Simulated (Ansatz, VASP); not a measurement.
## One calculation of Sc3Te2, two programs

```xyz
5
Lattice="5.3261 0.0000 0.0000 0.0000 5.3261 0.0000 0.0000 0.0000 5.3261" Properties=species:S:1:pos:R:3 pbc="T T T"
Sc    2.6630    0.0000    0.0000
Sc    0.0000    2.6630    0.0000
Sc    0.0000    0.0000    2.6630
Te    2.6630    2.6630    2.6630
Te    0.0000    0.0000    0.0000
```

Change from the starting cell: species swapped into the Tl2F3 type (Pm-3m, No. 221).

Alike in both runs: functional PBE; k mesh 4 × 4 × 4; occupations gaussian, width 0.1 eV; no spin polarisation.

Ansatz relaxed the structure, and its values are those at the end. VASP's run is a single point on that final structure, the one shown.

```csv
,VASP,Ansatz
version,VASP 6.6.1,Ansatz 0.2.0
potentials or method,"VASP PAW PBE potentials, release 64 (Sc_sv, Te), cutoff 520 eV","scalar-relativistic, plane waves, PAW"
valence electrons in the cell,45,65
```

|  | VASP | Ansatz | Ansatz less VASP |
| --- | --- | --- | --- |
| gap on the k mesh at the Fermi level (eV) | none | none | - |
| pressure (GPa) | 0.1 | 0.0 | -0.08 |

A gap of «none» marks a metal or a gap that the smearing closes. VASP's potentials hold 45 valence electrons a cell and Ansatz's 65, so a difference there can come from the potentials and not from the codes.

Spin-orbit coupling is off throughout.
